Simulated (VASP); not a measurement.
Here is a VASP 6.6.1 calculation.

The input INCAR:

```
SYSTEM = Ca3Lu
PREC     = Accurate       ! precision mode
ENCUT    = 520            ! plane-wave cutoff, eV
EDIFF    = 1E-6           ! SCF threshold, eV
ISMEAR   = -1             ! smearing method
SIGMA    = 0.05           ! smearing width, eV
LREAL    = .FALSE.        ! projectors in reciprocal space
LASPH    = .TRUE.         ! aspherical terms in the spheres
NELM     = 80             ! most SCF steps
ALGO     = Normal         ! electronic algorithm
ISIF     = 2              ! what is computed and relaxed
LWAVE    = .FALSE.        ! write WAVECAR
LCHARG   = .TRUE.         ! write CHGCAR
GGA      = PE             ! functional
LELF     = .TRUE.         ! ELF
LVHAR    = .TRUE.       
NBANDS   = 36             ! bands
```

Contents of KPOINTS:

```
regular mesh
0
G
  5 5 5
  0 0 0
```

POSCAR

```
Ca3Lu
1.0
    4.8451790135      0.0000000000      0.0000000000
    0.0000000000      4.8451790135      0.0000000000
    0.0000000000      0.0000000000      4.8451790135
Lu Ca
1 3
Direct
    0.5000000000      0.5000000000      0.5000000000
    0.0000000000      0.0000000000      0.5000000000
    0.0000000000      0.5000000000      0.0000000000
    0.5000000000      0.0000000000      0.0000000000
```

Potentials or basis: VASP PAW PBE potentials, release 64 (Lu, Ca_sv).

Launch:

```sh
$ cat potpaw_PBE.64/Lu/POTCAR potpaw_PBE.64/Ca_sv/POTCAR > POTCAR
$ mpirun -np 1 vasp_std > vasp.out
```

Task: What does it give for the band gap on the k mesh?

Result: Zero (an odd number of electrons rules out a gap without spin polarisation).

Task: Predict the pressure.

Result: 10.1 GPa.

Caveat: the cell stands under pressure; spin-orbit coupling is left out, which moves the levels of the heavy elements.
